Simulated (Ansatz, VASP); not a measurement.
Two plane-wave programs on PbS

```xyz
2
Lattice="0.0000 2.9657 2.9657 2.9657 0.0000 2.9657 2.9657 2.9657 0.0000" Properties=species:S:1:pos:R:3 pbc="T T T"
Pb    0.0000    0.0000    0.0000
S     2.9657    2.9657    2.9657
```

Alike in both runs: functional r2SCAN0; k mesh 4 × 4 × 4; no spin polarisation.

|  | VASP | Ansatz |
| --- | --- | --- |
| version | VASP 6.6.1 | Ansatz 0.2.0 |
| potentials or method | VASP PAW PBE potentials, release 64 (Pb_d, S) | Ansatz PAW |
| plane-wave cutoff (eV) | 520 | 500 |
| occupations | gaussian, width 0.01 eV | fixed |
| valence electrons in the cell | 20 | 20 |
| task | single point | density of states |

VASP gave:

- gap on the k mesh at the Fermi level (eV): 1.66
- least direct gap on the mesh (eV): 1.66
- pressure (GPa): 0.7

Task: Which values does Ansatz return?

Result: gap on the k mesh at the Fermi level (eV): 1.60; least direct gap on the mesh (eV): 1.60; pressure (GPa): 1.0.

VASP's potentials were made for PBE, not for r2SCAN0.

The k mesh is coarse, so the values compare programs but aren't converged. Neither program's run includes spin-orbit coupling.
